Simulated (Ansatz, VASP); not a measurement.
# Al3N in VASP and in Ansatz

```
Al N
1.0
    -1.90969    1.97046    4.18379
     1.90969   -1.97046    4.18379
     1.90969    1.97046   -4.18379
Al N
3 1
Direct
  0.22823 0.72823 0.50000
  0.77177 0.27177 0.50000
  0.00000 0.00000 0.00000
  0.00000 0.50000 0.50000
```

Alike in both runs: task relaxation of cell and atoms; functional PBE; k mesh 16 × 16 × 16; occupations gaussian, width 0.1 eV; no spin polarisation.

|  | VASP | Ansatz |
| --- | --- | --- |
| version | VASP 6.6.1 | Ansatz 0.2.0 |
| potentials or method | VASP PAW PBE potentials, release 64 (Al, N), cutoff 600 eV | scalar-relativistic, plane waves, PAW |
| valence electrons in the cell | 14 | 14 |

Ansatz gave:

```
gap on the k mesh at the Fermi level, each at its own relaxed structure (eV) : none
relaxed volume (Å³/atom)                                                     : 15.54
relaxed length of the cell vector where the two differ most in proportion (Å)              : 5.022
```

Problem. Which values does VASP return?

Solution. gap on the k mesh at the Fermi level, each at its own relaxed structure (eV): none; relaxed volume (Å³/atom): 15.49; relaxed length of the cell vector where the two differ most in proportion (Å): 5.017.

A gap of «none» marks a metal or a gap that the smearing closes.
